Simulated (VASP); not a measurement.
# Sr8Ti8HO24 (a cell with a defect) in VASP: single point with PBEsol

Aim: the single point of Sr8Ti8HO24 (a cell with a defect) with PBEsol.

Program: VASP 6.6.1. These are calculated values, not measurements. Logs are shortened: lines on timing, memory, paths and dates and some standing lists are left out, and cuts for length are marked.

**1. The cell of the first run**

The cell holds a defect, 41 atoms: a = 7.783 Å, b = 7.783 Å, c = 7.783 Å, α = 90.00°, β = 90.00°, γ = 90.00°.

**2. Single point, PBEsol**

INCAR reads:

```
  PREC = Accurate
  ENCUT = 520
  EDIFF = 1E-6
  ISMEAR = -1
  SIGMA = 0.05
  LREAL = Auto
  LASPH = True
  NELM = 60
  ALGO = Normal
  ISIF = 2
  LWAVE = False
  LCHARG = False
  GGA = PS
  NELECT = 322.0
  ISYM = 0
  NBANDS = 186
```

KPOINTS reads:

```
Automatic mesh
0
Gamma
  1 1 1
  0.25 0.25 0.25
```

POSCAR reads:

```
Sr8Ti8HO24
1.0
    7.7828210000      0.0000000000      0.0000000000
    0.0000000000      7.7828210000      0.0000000000
    0.0000000000      0.0000000000      7.7828210000
Sr Ti O H
8 8 24 1
Direct
    0.9931730000      0.9991580000      0.0003130000
    0.9961670000      0.9930240000      0.5016000000
    0.9939330000      0.5088030000      0.0013480000
    0.0026170000      0.5053920000      0.5012350000
    0.4996720000      0.9971420000      0.0015720000
    0.5128690000      0.9857840000      0.5014030000
    0.5064260000      0.5151920000      0.0013950000
    0.5084730000      0.5180250000      0.5021170000
    0.2456240000      0.2537930000      0.2340010000
    0.2470230000      0.2537190000      0.7647910000
    0.2501930000      0.7530330000      0.2503340000
    0.2507570000      0.7529800000      0.7517040000
    0.7454850000      0.2525050000      0.2540570000
    0.7456060000      0.2531060000      0.7492110000
    0.7524900000      0.7526970000      0.2497740000
    0.7527370000      0.7523810000      0.7515430000
    0.2934620000      0.2730040000      0.9995630000
    0.2182490000      0.2336400000      0.4993930000
    0.2411000000      0.7333630000      0.9995850000
    0.2642460000      0.7735890000      0.4996940000
    0.7140290000      0.2468820000      0.9996850000
    0.7887640000      0.2590030000      0.4997970000
    0.7644100000      0.7592530000      0.0000400000
    0.7428680000      0.7481020000      0.4997320000
    0.0017370000      0.2581040000      0.2152960000
    0.0023690000      0.2580540000      0.7828240000
    0.0013640000      0.7473820000      0.2614860000
    0.0014710000      0.7485720000      0.7372350000
    0.4964400000      0.2469890000      0.2965010000
    0.4970930000      0.2483290000      0.7032260000
    0.5017230000      0.7569250000      0.2384780000
    0.5020490000      0.7563510000      0.7604360000
    0.2441950000      0.0044520000      0.2259990000
    0.2467200000      0.0045970000      0.7732360000
    0.2541730000      0.5016990000      0.2676460000
    0.2537180000      0.5020300000      0.7307950000
    0.7547790000      0.0032100000      0.2567780000
    0.7539660000      0.0031800000      0.7437130000
    0.7437790000      0.5025330000      0.2437950000
    0.7452370000      0.5028600000      0.7560960000
    0.3450540000      0.2466310000      0.4964480000
```

Potentials or basis: VASP PAW PBE potentials, release 64 (Sr_sv, Ti_sv, O, H).

Run with:

```
cat potpaw_PBE.64/Sr_sv/POTCAR potpaw_PBE.64/Ti_sv/POTCAR potpaw_PBE.64/O/POTCAR potpaw_PBE.64/H/POTCAR > POTCAR
mpirun -np 1 vasp_std > vasp.out
```

OUTCAR:

```text
PREC = Accurate
   ENCUT = 520
   EDIFF = 1E-6
   ISMEAR = -1
   LREAL = Auto
   LASPH = True
   NELM = 60
   ISIF = 2
   GGA = PS
   NELECT = 322.0
   ISYM = 0

 ion  position               nearest neighbor table
   1  0.993  0.999  0.000-  23 2.58  25 2.62  33 2.63  26 2.63  34 2.65  37 2.73  38 2.73  27 2.82
                            28 2.83  19 2.83  21 2.90  17 3.16  16 3.31  15 3.31   9 3.33  10 3.34
   2  0.996  0.993  0.502-  18 2.55  22 2.63  28 2.64  38 2.67  27 2.67  37 2.68  20 2.70  24 2.74
                            34 2.88  33 2.89  26 3.01  25 3.04  16 3.30  15 3.31  12 3.35  11 3.35
   3  0.994  0.509  0.001-  25 2.57  26 2.59  19 2.60  23 2.64  39 2.71  40 2.72  27 2.75  28 2.78
                            35 2.90  36 2.92  17 2.97  21 2.98  15 3.30  16 3.30   9 3.32  10 3.35
   4  0.003  0.505  0.501-  22 2.54  28 2.64  36 2.65  27 2.65  35 2.67  18 2.70  24 2.77  40 2.82
                            39 2.84  20 2.92  26 2.92  25 2.94  11 3.35  12 3.35  16 3.36  15 3.37
   5  0.500  0.997  0.002-  21 2.56  31 2.63  33 2.65  32 2.65  34 2.65  17 2.68  23 2.77  37 2.81
                            38 2.82  19 2.87  29 3.01  30 3.04  11 3.34  12 3.34   9 3.34  15 3.35
   6  0.513  0.986  0.501-  41 2.41  20 2.54  24 2.57  30 2.58  29 2.59  38 2.66  37 2.68  32 2.69
                            31 2.71  34 2.96  18 3.00  33 3.00  22 3.02  16 3.25  15 3.26  12 3.35
   7  0.506  0.515  0.001-  17 2.51  31 2.64  21 2.64  39 2.64  32 2.65  40 2.67  19 2.67  23 2.76
                            35 2.86  36 2.88  29 3.10  30 3.12  15 3.29  16 3.30  11 3.34  12 3.34
   8  0.508  0.518  0.502-  41 2.47  24 2.56  30 2.62  29 2.65  36 2.67  35 2.70  40 2.70  39 2.72
                            32 2.74  20 2.75  31 2.77  22 2.97  18 3.16  16 3.27  15 3.29  12 3.34
   9  0.246  0.254  0.234-  17 1.87  25 1.90  33 1.94  35 1.95  29 2.01  18 2.08   3 3.32   1 3.33
                             5 3.34   7 3.40   4 3.43   2 3.50   8 3.57   6 3.61
  10  0.247  0.254  0.765-  17 1.87  26 1.91  34 1.94  36 1.95  30 2.00  18 2.08   1 3.34   3 3.35
                             5 3.35   7 3.41   4 3.42   2 3.48   8 3.54   6 3.58
  11  0.250  0.753  0.250-  27 1.94  20 1.95  19 1.96  31 1.96  35 1.96  33 1.97   5 3.34   7 3.34
                             2 3.35   8 3.35   4 3.35   6 3.36   3 3.37   1 3.38
  12  0.251  0.753  0.752-  19 1.94  28 1.94  32 1.96  36 1.96  34 1.97  20 1.97   8 3.34   5 3.34
                             7 3.34   2 3.35   6 3.35   4 3.35   3 3.37   1 3.38
  13  0.745  0.253  0.254-  37 1.94  22 1.94  39 1.95  29 1.97  21 2.00  25 2.02   6 3.36   8 3.38
                             5 3.39   1 3.39   7 3.39   4 3.40   3 3.40   2 3.41
  14  0.746  0.253  0.749-  40 1.94  38 1.95  21 1.97  30 1.97  22 1.97  26 2.02   6 3.37   8 3.37
                             1 3.38   7 3.39   5 3.39   3 3.40   4 3.40   2 3.41
  15  0.752  0.753  0.250-  27 1.94  23 1.95  24 1.95  39 1.95  37 1.95  31 1.95   6 3.26   8 3.29
                             7 3.29   3 3.30   2 3.31   1 3.31   5 3.35   4 3.37
  16  0.753  0.752  0.752-  23 1.94  28 1.94  40 1.94  32 1.95  38 1.95  24 1.96   6 3.25   8 3.27
                             7 3.30   2 3.30   3 3.30   1 3.31   4 3.36   5 3.36
  17  0.293  0.273  1.000-   9 1.87  10 1.87   7 2.51   5 2.68   3 2.97   1 3.16
  18  0.218  0.234  0.499-  41 0.99   9 2.08  10 2.08   2 2.55   4 2.70   6 3.00   8 3.16
  19  0.241  0.733  1.000-  12 1.94  11 1.96   3 2.60   7 2.67   1 2.83   5 2.87
  20  0.264  0.774  0.500-  11 1.95  12 1.97   6 2.54   2 2.70   8 2.75   4 2.92
  21  0.714  0.247  1.000-  14 1.97  13 2.00   5 2.56   7 2.64   1 2.90   3 2.98
  22  0.789  0.259  0.500-  13 1.94  14 1.97   4 2.54   2 2.63   8 2.97   6 3.02
  23  0.764  0.759  0.000-  16 1.94  15 1.95   1 2.58   3 2.64   7 2.76   5 2.77
  24  0.743  0.748  0.500-  15 1.95  16 1.96   8 2.56   6 2.57   2 2.74   4 2.77
[... 14 lines left out ...]
  39  0.744  0.503  0.244-  13 1.95  15 1.95   7 2.64   3 2.71   8 2.72   4 2.84
  40  0.745  0.503  0.756-  16 1.94  14 1.94   7 2.67   8 2.70   3 2.72   4 2.82
  41  0.345  0.247  0.496-  18 0.99   6 2.41   8 2.47

IMPORTANT INFORMATION: All symmetrisations will be switched off!
NOSYMM: (Re-)initialisation of all symmetry stuff for point group C_1.

----------------------------------------------------------------------------------------

                                     Primitive cell

  volume of cell :     471.4234

  direct lattice vectors                    reciprocal lattice vectors
     7.782821000  0.000000000  0.000000000     0.128488115  0.000000000  0.000000000
     0.000000000  7.782821000  0.000000000     0.000000000  0.128488115  0.000000000
     0.000000000  0.000000000  7.782821000     0.000000000  0.000000000  0.128488115

  length of vectors
     7.782821000  7.782821000  7.782821000     0.128488115  0.128488115  0.128488115

  position of ions in fractional coordinates (direct lattice)
     0.993173000  0.999158000  0.000313000
     0.996167000  0.993024000  0.501600000
     0.993933000  0.508803000  0.001348000
     0.002617000  0.505392000  0.501235000
     0.499672000  0.997142000  0.001572000
     0.512869000  0.985784000  0.501403000
[... 33 lines left out ...]
     0.745237000  0.502860000  0.756096000
     0.345054000  0.246631000  0.496448000

  ion indices of the primitive-cell ions
   primitive index   ion index
                 1           1
                 2           2
                 3           3
                 4           4
                 5           5
                 6           6
[... 33 lines left out ...]
                40          40
                41          41
[... 23 lines left out ...]
 ===========================================

 Found      4 irreducible k-points:

 Following reciprocal coordinates:
            Coordinates               Weight
  0.250000  0.250000  0.250000      2.000000
 -0.250000  0.250000  0.250000      2.000000
 -0.250000 -0.250000  0.250000      2.000000
  0.250000 -0.250000  0.250000      2.000000
   k-points           NKPTS =      4   k-points in BZ     NKDIM =      4   number of bands    NBANDS=    186
   number of dos      NEDOS =    301   number of ions     NIONS =     41
   total plane-waves  NPLWV = 216000
   dimension x,y,z NGX =    60 NGY =   60 NGZ =   60
   dimension x,y,z NGXF=   120 NGYF=  120 NGZF=  120
   ions per type =               8   8  24   1
   NGX,Y,Z   is equivalent  to a cutoff of  12.82, 12.82, 12.82 a.u.
   NGXF,Y,Z  is equivalent  to a cutoff of  25.63, 25.63, 25.63 a.u.
 SYSTEM =  unknown system
   PREC   = accura    normal or accurate (medium, high low for compatibility)
   ISTART =      0    job   : 0-new  1-cont  2-samecut
   ICHARG =      2    charge: 1-file 2-atom 10-const
   ISPIN  =      1    spin polarized calculation?
   LNONCOLLINEAR =      F non collinear calculations
   LSORBIT =      F    spin-orbit coupling
   LASPH  =      T    aspherical Exc in radial PAW
   ENCUT  =  520.0 eV  38.22 Ry    6.18 a.u.  14.47 14.47 14.47*2*pi/ulx,y,z
   NELM   =     60;   NELMIN=  2; NELMDL= -5     # of ELM steps
   EDIFF  = 0.1E-05   stopping-criterion for ELM
   LREAL  =      T    real-space projection
   EDIFFG = 0.1E-04   stopping-criterion for IOM
   NSW    =      0    number of steps for IOM
   IBRION =     -1    ionic relax: 0-MD 1-quasi-New 2-CG
   NFREE  =      0    steps in history (QN), initial steepest desc. (CG)
   ISIF   =      2    stress and relaxation
   ISYM   =      0    0-nonsym 1-usesym 2-fastsym
   POTIM  = 0.5000    time-step for ionic-motion
   TEBEG  =    0.0;   TEEND  =   0.0 temperature during run
   PSTRESS=    0.0 pullay stress
   NELECT =     322.0000    total number of electrons
   NUPDOWN=      -1.0000    fix difference up-down
   EMIN   =  10.00;   EMAX   =-10.00  energy-range for DOS
   EFERMI =   0.00;   METHOD = LEGACY
   ISMEAR =    -1;   SIGMA  =   0.05  broadening in eV -4-tet -1-fermi 0-gaus
   EFERMI_NEDOS =   21; number of points for ismear=-14 and -15
   IALGO  =     38    algorithm
   IMIX   =      4    mixing-type and parameters
     AMIX     =   0.40;   BMIX     =  1.00
     AMIX_MAG =   1.60;   BMIX_MAG =  1.00
  volume/ion in A,a.u.               =      11.50        77.59
  Fermi-wavevector in a.u.,A,eV,Ry     =   1.441749  2.724511 28.281628  2.078641
  Thomas-Fermi vector in A             =   2.560347
   LORBIT       =      0    0 simple, 1 ext, 2 COOP (PROOUT), +10 PAW based schemes
   GGA     = PS    functional components
   LHFCALC =     F    Hartree Fock is set to
   AEXX    =    0.0000 exact exchange contribution
   IVDW    =     0    specifies the selected vdW correction
   LEPSILON=     F    determine dielectric tensor
   LRPA    =     F    only Hartree local field effects (RPA)
 non-spin polarized calculation
  energy-cutoff  :      520.00
  volume of cell :      471.42
 maximum number of plane-waves:     12704
 NGX is ok and might be reduce to    60
   NGX = 29   NGY = 29   NGZ = 29

 number of electron     322.0000001 magnetization

 Free energy of the ion-electron system (eV)
  ---------------------------------------------------
  ext. energy  EPLUGINS =         0.00000000
  ---------------------------------------------------
  free energy    TOTEN  =      -331.57298520 eV

  energy without entropy =     -331.35723434  energy(sigma->0) =     -331.46510977

 E-fermi :   6.8227     XC(G=0): -11.6423

 val. band max:        6.8205371068   @ k =  -0.2500  -0.2500   0.2500
 cond. band min:       6.8264954263   @ k =   0.2500  -0.2500   0.2500
 fundamental gap:      0.0059583195
 Fermi energy:         6.8226532598

 k-point     1 :       0.2500    0.2500    0.2500
  band No.  band energies     occupation
      1     -51.6117      2.00000
      2     -51.6083      2.00000
      3     -51.5800      2.00000
      4     -51.5777      2.00000
      5     -51.5028      2.00000
      6     -51.5005      2.00000
[... 693 lines left out ...]
    172       7.9735      0.00000
    173       8.0484      0.00000
 [bands above 173 left out]

------------------------ aborting loop because EDIFF is reached ----------------------------------------

  FORCE on cell =-STRESS in cart. coord.  units (eV):
  Direction    XX          YY          ZZ          XY          YZ          ZX
  --------------------------------------------------------------------------------------
  -------------------------------------------------------------------------------------
  Total       13.9139540     19.8609432     18.0517321      0.6843556     -0.0637563      0.2193537
  in kB       47.2878990     67.4993090     61.3505326      2.3258476     -0.2166819      0.7454943
  external PRESSURE =      58.7125802 kB  Pullay stress =       0.0000000 kB

 VOLUME and BASIS-vectors are now :
 -----------------------------------------------------------------------------
  energy-cutoff  :      520.00
  volume of cell :      471.42
      direct lattice vectors                 reciprocal lattice vectors
     7.782821000  0.000000000  0.000000000     0.128488115  0.000000000  0.000000000
     0.000000000  7.782821000  0.000000000     0.000000000  0.128488115  0.000000000
     0.000000000  0.000000000  7.782821000     0.000000000  0.000000000  0.128488115

 POSITION                                       TOTAL-FORCE (eV/Angst)
 -----------------------------------------------------------------------------------
      7.72969      7.77627      0.00244        -0.000410     -0.002896     -0.004980
      7.75299      7.72853      3.90386         0.044811      0.032289     -0.030540
      7.73560      3.95992      0.01049         0.021000      0.022154     -0.036912
      0.02037      3.93338      3.90102         0.002997     -0.001541     -0.016145
      3.88886      7.76058      0.01223         0.025838      0.017863     -0.032078
      3.99157      7.67218      3.90233         0.009616     -0.007026     -0.003393
[... 33 lines left out ...]
      5.80005      3.91367      5.88456         0.017578     -0.026229      0.011897
      2.68549      1.91948      3.86377         0.141207     -0.018747      0.003291
 -----------------------------------------------------------------------------------
    total drift:                                0.010763     -0.085640      0.008724

  FREE ENERGIE OF THE ION-ELECTRON SYSTEM (eV)
  ---------------------------------------------------
  free  energy   TOTEN  =      -331.5729851974 eV

  energy  without entropy=     -331.3572343397  energy(sigma->0) =     -331.46510977
```

It took 13 min on 1 thread of Intel Xeon 6975P-C (Granite Rapids), shared host; peak memory 0.62 GiB.

Results:

```
Free energy   : -331.5730 eV
Largest force : 0.145 eV/Å
```

Forces on the atoms (eV/Å):
```
Sr   0.000 -0.003 -0.005
Sr   0.045  0.032 -0.031
Sr   0.021  0.022 -0.037
Sr   0.003 -0.002 -0.016
Sr   0.026  0.018 -0.032
Sr   0.010 -0.007 -0.003
Sr  -0.014 -0.012 -0.005
Sr   0.004  0.008 -0.064
Ti   0.054 -0.018  0.020
Ti   0.046  0.016 -0.029
Ti   0.048  0.004 -0.058
Ti   0.012 -0.006 -0.036
Ti   0.025  0.065 -0.077
Ti   0.049 -0.048 -0.016
Ti  -0.002 -0.048 -0.015
Ti   0.011  0.052 -0.037
O   -0.047  0.006  0.006
O   -0.142  0.007  0.026
O   -0.026 -0.020  0.039
O   -0.047 -0.032  0.022
O   -0.020 -0.002  0.034
O   -0.045 -0.007  0.032
O   -0.032 -0.034  0.007
O   -0.011 -0.025  0.055
O   -0.056  0.011  0.025
O   -0.057 -0.020  0.018
O   -0.037  0.036  0.033
O   -0.011  0.038  0.026
O   -0.049  0.005  0.031
O   -0.037  0.017 -0.003
O   -0.018  0.050  0.023
O   -0.021  0.013  0.027
O    0.039 -0.024  0.008
O   -0.008 -0.018 -0.013
O    0.009  0.001  0.034
O    0.031 -0.013  0.003
O    0.017 -0.014 -0.008
O    0.033  0.010 -0.003
O    0.041 -0.012  0.005
O    0.018 -0.026  0.012
H    0.141 -0.019  0.003
```

Levels at points of the mesh, in eV from the Fermi level:
| k point | band 157 | band 158 | band 159 | band 160 | band 161 | band 162 | band 163 | band 164 |
| --- | --- | --- | --- | --- | --- | --- | --- | --- |
| (0.25, 0.25, 0.25) | -3.14 | -3.10 | -3.01 | -2.98 | -0.01 | 0.06 | 0.08 | 0.15 |

Caveat: the cell carries a net charge on a neutralising background, which shifts energy and pressure; the cell is charged against a uniform background, so pressure and absolute levels hang on convention; the PAW data sets were made with another functional, which shifts forces and pressure a little.
